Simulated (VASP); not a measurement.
# Ge (I4_1/amd) in VASP: further runs

The runs below take Ge through single point, with PBEsol.

All numbers are computed with VASP 6.6.1; they aren't measurements. Logs are shortened: lines on timing, memory, paths and dates and some standing lists are left out, and cuts for length are marked.

## 1. The cell of the first run

It takes space group I4_1/amd (No. 141, tetragonal). The conventional cell has a = 3.665 Å, b = 3.665 Å, c = 6.739 Å, α = 90.00°, β = 90.00°, γ = 90.00°. Within 3.3 Å of Ge (site symmetry -4m2) lie 4 Ge at 2.49 Å.

## 2. Single point, PBEsol

File INCAR:

```
SYSTEM = Ge
ALGO     = Normal         ! electronic algorithm
EDIFF    = 1E-6           ! SCF threshold, eV
ENCUT    = 520            ! plane-wave cutoff, eV
GGA      = PS             ! functional
ISIF     = 2              ! what is computed and relaxed
ISMEAR   = 0              ! smearing method
LASPH    = .True.         ! aspherical terms in the spheres
LCHARG   = .True.         ! write CHGCAR
LELF     = .True.         ! ELF
LREAL    = .False.        ! projectors in reciprocal space
LVHAR    = .True.       
LWAVE    = .False.        ! write WAVECAR
NBANDS   = 21             ! bands
NELM     = 100            ! most SCF steps
PREC     = Accurate       ! precision mode
SIGMA    = 0.15           ! smearing width, eV
```

File KPOINTS:

```
k-points
0
Gamma
  16 16 16
  0 0 0
```

File POSCAR:

```
Ge
1.0
    0.0000000000      2.5918897254      3.3694566430
    2.5918897254      0.0000000000      3.3694566430
    2.5918897254      2.5918897254      0.0000000000
Ge
2
Direct
    0.5000000000      0.5000000000      0.5000000000
    0.7500000000      0.7500000000      0.7500000000
```

Potentials or basis: VASP PAW PBE potentials, release 64 (Ge_d).

Run with:

```sh
$ cat potpaw_PBE.64/Ge_d/POTCAR > POTCAR
$ mpirun -np 1 vasp_std > vasp.out
```

OUTCAR:

```text
SYSTEM = Ge
   EDIFF = 1E-6
   ENCUT = 520
   GGA = PS
   ISIF = 2
   ISMEAR = 0
   LASPH = .True.
   LREAL = .False.
   NELM = 100
   PREC = Accurate

 ion  position               nearest neighbor table
   1  0.500  0.500  0.500-   2 2.49   2 2.49   2 2.49   2 2.49
   2  0.750  0.750  0.750-   1 2.49   1 2.49   1 2.49   1 2.49

  LATTYP: Found a body centered tetragonal cell.
 ALAT       =     3.6654856018
 C/A-ratio  =     1.8384776311

  Lattice vectors:

 A1 = (  -2.5918897254,   0.0000000000,   3.3694566430)
 A2 = (   2.5918897254,   0.0000000000,   3.3694566430)
 A3 = (   0.0000000000,   2.5918897254,  -3.3694566430)

Analysis of symmetry for initial positions (statically):
=====================================================================
 Subroutine PRICEL returns:
 Original cell was already a primitive cell.

 Routine SETGRP: Setting up the symmetry group for a
 body centered tetragonal supercell.

 Subroutine GETGRP returns: Found 16 space group operations
 (whereof  8 operations were pure point group operations)
 out of a pool of 16 trial point group operations.

The static configuration has the point symmetry D_2d.
 The point group associated with its full space group is D_4h.

Analysis of symmetry for dynamics (positions and initial velocities):
=====================================================================
 Subroutine PRICEL returns:
 Original cell was already a primitive cell.

 Routine SETGRP: Setting up the symmetry group for a
 body centered tetragonal supercell.

 Subroutine GETGRP returns: Found 16 space group operations
 (whereof  8 operations were pure point group operations)
 out of a pool of 16 trial point group operations.

The dynamic configuration has the point symmetry D_2d.
 The point group associated with its full space group is D_4h.

 Subroutine INISYM returns: Found 16 space group operations
 (whereof  8 operations are pure point group operations),
 and found     1 'primitive' translations

----------------------------------------------------------------------------------------

                                     Primitive cell

  volume of cell :      45.2713

  direct lattice vectors                    reciprocal lattice vectors
     0.000000000  2.591889725  3.369456643    -0.192909442  0.192909442  0.148391878
     2.591889725  0.000000000  3.369456643     0.192909442 -0.192909442  0.148391878
     2.591889725  2.591889725  0.000000000     0.192909442  0.192909442 -0.148391878

  length of vectors
     4.251015222  4.251015222  3.665485602     0.310561194  0.310561194  0.310561194

  position of ions in fractional coordinates (direct lattice)
     0.500000000  0.500000000  0.500000000
     0.750000000  0.750000000  0.750000000

  ion indices of the primitive-cell ions
   primitive index   ion index
                 1           1
                 2           2

----------------------------------------------------------------------------------------

 KPOINTS: k-points

Automatic generation of k-mesh.
 Grid dimensions read from file:
 generate k-points for:   16   16   16

 Generating k-lattice:

  Cartesian coordinates                     Fractional coordinates (reciprocal lattice)
    -0.012056840  0.012056840  0.009274492     0.062500000  0.000000000  0.000000000
     0.012056840 -0.012056840  0.009274492     0.000000000  0.062500000  0.000000000
     0.012056840  0.012056840 -0.009274492    -0.000000000 -0.000000000  0.062500000

  Length of vectors
     0.019410075  0.019410075  0.019410075

  Shift w.r.t. Gamma in fractional coordinates (k-lattice)
     0.000000000  0.000000000  0.000000000

 Subroutine IBZKPT returns following result:
 ===========================================

 Found    349 irreducible k-points:

 Following reciprocal coordinates:
            Coordinates               Weight
  0.000000  0.000000  0.000000      1.000000
  0.062500 -0.000000  0.000000      8.000000
  0.125000 -0.000000  0.000000      8.000000
  0.187500 -0.000000  0.000000      8.000000
  0.250000 -0.000000  0.000000      8.000000
  0.312500 -0.000000  0.000000      8.000000
[... 16 lines left out ...]
 -0.125000  0.062500  0.000000      8.000000
 -0.062500  0.062500  0.000000      4.000000
 [... further k-points ...]
   k-points           NKPTS =    349   k-points in BZ     NKDIM =    349   number of bands    NBANDS=     21
   number of dos      NEDOS =    301   number of ions     NIONS =      2
   total plane-waves  NPLWV =  28672
   dimension x,y,z NGX =    32 NGY =   32 NGZ =   28
   dimension x,y,z NGXF=    64 NGYF=   64 NGZF=   56
   ions per type =               2
   NGX,Y,Z   is equivalent  to a cutoff of  12.51, 12.51, 12.70 a.u.
   NGXF,Y,Z  is equivalent  to a cutoff of  25.03, 25.03, 25.40 a.u.
 SYSTEM =  Ge
   PREC   = accura    normal or accurate (medium, high low for compatibility)
   ISTART =      0    job   : 0-new  1-cont  2-samecut
   ICHARG =      2    charge: 1-file 2-atom 10-const
   ISPIN  =      1    spin polarized calculation?
   LNONCOLLINEAR =      F non collinear calculations
   LSORBIT =      F    spin-orbit coupling
   LASPH  =      T    aspherical Exc in radial PAW
   ENCUT  =  520.0 eV  38.22 Ry    6.18 a.u.   7.90  7.90  6.82*2*pi/ulx,y,z
   NELM   =    100;   NELMIN=  2; NELMDL= -5     # of ELM steps
   EDIFF  = 0.1E-05   stopping-criterion for ELM
   LREAL  =      F    real-space projection
   EDIFFG = 0.1E-04   stopping-criterion for IOM
   NSW    =      0    number of steps for IOM
   IBRION =     -1    ionic relax: 0-MD 1-quasi-New 2-CG
   NFREE  =      0    steps in history (QN), initial steepest desc. (CG)
   ISIF   =      2    stress and relaxation
   ISYM   =      2    0-nonsym 1-usesym 2-fastsym
   POTIM  = 0.5000    time-step for ionic-motion
   TEBEG  =    0.0;   TEEND  =   0.0 temperature during run
   PSTRESS=    0.0 pullay stress
   NELECT =      28.0000    total number of electrons
   NUPDOWN=      -1.0000    fix difference up-down
   EMIN   =  10.00;   EMAX   =-10.00  energy-range for DOS
   EFERMI =   0.00;   METHOD = LEGACY
   ISMEAR =     0;   SIGMA  =   0.15  broadening in eV -4-tet -1-fermi 0-gaus
   EFERMI_NEDOS =   21; number of points for ismear=-14 and -15
   IALGO  =     38    algorithm
   IMIX   =      4    mixing-type and parameters
     AMIX     =   0.40;   BMIX     =  1.00
     AMIX_MAG =   1.60;   BMIX_MAG =  1.00
  volume/ion in A,a.u.               =      22.64       152.75
  Fermi-wavevector in a.u.,A,eV,Ry     =   1.394825  2.635838 26.470653  1.945538
  Thomas-Fermi vector in A             =   2.518337
   LORBIT       =      0    0 simple, 1 ext, 2 COOP (PROOUT), +10 PAW based schemes
   GGA     = PS    functional components
   LHFCALC =     F    Hartree Fock is set to
   AEXX    =    0.0000 exact exchange contribution
   IVDW    =     0    specifies the selected vdW correction
   LEPSILON=     F    determine dielectric tensor
   LRPA    =     F    only Hartree local field effects (RPA)
 non-spin polarized calculation
 Gauss-broadening in eV      SIGMA  =   0.15
  energy-cutoff  :      520.00
  volume of cell :       45.27
 maximum number of plane-waves:      1236
   NGX = 15   NGY = 15   NGZ = 13

 number of electron      27.9999998 magnetization

 Free energy of the ion-electron system (eV)
  ---------------------------------------------------
  ext. energy  EPLUGINS =         0.00000000
  ---------------------------------------------------
  free energy    TOTEN  =        -9.36593988 eV

  energy without entropy =       -9.35677889  energy(sigma->0) =       -9.36135939

 E-fermi :   4.9648     XC(G=0): -10.2078

 val. band max:        4.9581793827   @ k =  -0.3750   0.1250   0.0000
 cond. band min:       4.9681397542   @ k =   0.3750   0.0625   0.0000
 fundamental gap:      0.0099603715
 Fermi energy:         4.9647949513

 k-point     1 :       0.0000    0.0000    0.0000
  band No.  band energies     occupation
      1     -19.9023      2.00000
      2     -19.9023      2.00000
      3     -19.8637      2.00000
      4     -19.8585      2.00000
      5     -19.8489      2.00000
      6     -19.7393      2.00000
[... 13 lines left out ...]
     20      11.6860      0.00000
     21      12.7828      0.00000

 k-point     2 :       0.0625   -0.0000    0.0000
  band No.  band energies     occupation
      1     -19.9046      2.00000
      2     -19.9023      2.00000
      3     -19.8710      2.00000
      4     -19.8489      2.00000
      5     -19.8468      2.00000
      6     -19.7398      2.00000
[... 13 lines left out ...]
     20      11.6734      0.00000
     21      13.1768      0.00000

 k-point     3 :       0.1250   -0.0000    0.0000
  band No.  band energies     occupation
      1     -19.9104      2.00000
      2     -19.9024      2.00000
      3     -19.8776      2.00000
      4     -19.8418      2.00000
      5     -19.8359      2.00000
      6     -19.7413      2.00000
[... 13 lines left out ...]
     20      12.3109      0.00000
     21      14.1580      0.00000

 k-point     4 :       0.1875   -0.0000    0.0000
  band No.  band energies     occupation
      1     -19.9174      2.00000
      2     -19.9030      2.00000
      3     -19.8812      2.00000
      4     -19.8361      2.00000
      5     -19.8224      2.00000
      6     -19.7436      2.00000
[... 13 lines left out ...]
     20      13.1146      0.00000
     21      14.8705      0.00000

 k-point     5 :       0.2500   -0.0000    0.0000
  band No.  band energies     occupation
      1     -19.9242      2.00000
      2     -19.9038      2.00000
      3     -19.8821      2.00000
      4     -19.8313      2.00000
      5     -19.8099      2.00000
      6     -19.7460      2.00000
[... 13 lines left out ...]
     20      14.0158      0.00000
     21      14.3825      0.00000
[... 382 lines left out ...]
     20      13.8023      0.00000
     21      14.9859      0.00000

 k-point    22 :      -0.1875    0.0625    0.0000
  band No.  band energies     occupation
      1     -19.9219      2.00000
      2     -19.8971      2.00000
      3     -19.8731      2.00000
      4     -19.8298      2.00000
      5     -19.8254      2.00000
      6     -19.7282      2.00000
[... 13 lines left out ...]
     20      14.0330      0.00000
     21      14.1228      0.00000

 k-point    23 :      -0.1250    0.0625    0.0000
  band No.  band energies     occupation
      1     -19.9149      2.00000
      2     -19.8978      2.00000
      3     -19.8691      2.00000
      4     -19.8399      2.00000
      5     -19.8360      2.00000
      6     -19.7296      2.00000
[... 13 lines left out ...]
     20      13.0394      0.00000
     21      14.7251      0.00000

 k-point    24 :      -0.0625    0.0625    0.0000
  band No.  band energies     occupation
      1     -19.9086      2.00000
      2     -19.8998      2.00000
      3     -19.8647      2.00000
      4     -19.8517      2.00000
      5     -19.8423      2.00000
      6     -19.7340      2.00000
[... 13 lines left out ...]
     20      12.2704      0.00000
     21      13.5802      0.00000

 [... further k-points ...]

------------------------ aborting loop because EDIFF is reached ----------------------------------------

  FORCE on cell =-STRESS in cart. coord.  units (eV):
  Direction    XX          YY          ZZ          XY          YZ          ZX
  --------------------------------------------------------------------------------------
  -------------------------------------------------------------------------------------
  Total        1.9364708      1.9364708     -3.0862929      0.0000000      0.0000000      0.0000000
  in kB       68.5328248     68.5328248   -109.2256936      0.0000000      0.0000000      0.0000000
  external PRESSURE =       9.2799853 kB  Pullay stress =       0.0000000 kB

 VOLUME and BASIS-vectors are now :
 -----------------------------------------------------------------------------
  energy-cutoff  :      520.00
  volume of cell :       45.27
      direct lattice vectors                 reciprocal lattice vectors
     0.000000000  2.591889725  3.369456643    -0.192909442  0.192909442  0.148391878
     2.591889725  0.000000000  3.369456643     0.192909442 -0.192909442  0.148391878
     2.591889725  2.591889725  0.000000000     0.192909442  0.192909442 -0.148391878

 POSITION                                       TOTAL-FORCE (eV/Angst)
 -----------------------------------------------------------------------------------
      2.59189      2.59189      3.36946        -0.000000     -0.000000      0.000000
      3.88783      3.88783      5.05418         0.000000      0.000000     -0.000000
 -----------------------------------------------------------------------------------
    total drift:                               -0.000000     -0.000000      0.000000

  FREE ENERGIE OF THE ION-ELECTRON SYSTEM (eV)
  ---------------------------------------------------
  free  energy   TOTEN  =        -9.3659398830 eV

  energy  without entropy=       -9.3567788926  energy(sigma->0) =       -9.36135939
```

Run time: 2.3 min. Hardware: 1 thread of Intel Xeon 6975P-C (Granite Rapids), shared host; peak memory 0.36 GiB.

Results:

* Free energy: -9.3659 eV
* Pressure: 0.9 GPa
* Band gap on the k mesh: zero (bands 14 and 15 overlap by 1.08 eV)

Stress tensor (GPa, compression positive):
```
  6.85   0.00   0.00
  0.00   6.85   0.00
  0.00   0.00 -10.92
```

Caveat: the PAW data sets were made with another functional, which shifts forces and pressure a little.

(Continued in part 2 of 3.)
